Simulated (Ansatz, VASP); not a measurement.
# One calculation of InSbO2, two programs

```
In Sb O
1.0
     3.45086    0.00000    0.00000
    -1.72543    2.98853    0.00000
     0.00000    0.00000    8.03709
In Sb O
1 1 2
Direct
  0.00000 0.00000 0.00000
  0.00000 0.00000 0.50000
  0.00000 0.00000 0.24994
  0.00000 0.00000 0.75006
```

Alike in both runs: functional PBE; k mesh 6 × 6 × 4; occupations gaussian, width 0.1 eV; no spin polarisation.

Ansatz relaxed the structure, and its values are those at the end. VASP's run is a single point on that final structure, the one shown.

|  | VASP | Ansatz |
| --- | --- | --- |
| version | VASP 6.6.1 | Ansatz 0.2.0 |
| potentials or method | VASP PAW PBE potentials, release 64 (In_d, Sb, O), cutoff 520 eV | scalar-relativistic, plane waves, PAW |
| valence electrons in the cell | 30 | 40 |

|  | VASP | Ansatz | Ansatz less VASP |
| --- | --- | --- | --- |
| gap on the k mesh at the Fermi level (eV) | none | none | - |
| pressure (GPa) | 0.0 | -0.1 | -0.09 |
| rms of the force components (eV/Å) | 0.007 | 0.003 | -0.0041 |

A gap of «none» marks a metal or a gap that the smearing closes. The functional is the same, so the differences come from potentials, cutoffs and numerics. VASP's potentials hold 30 valence electrons a cell and Ansatz's 40, so a difference there can come from the potentials and not from the codes.

Neither program's run includes spin-orbit coupling.
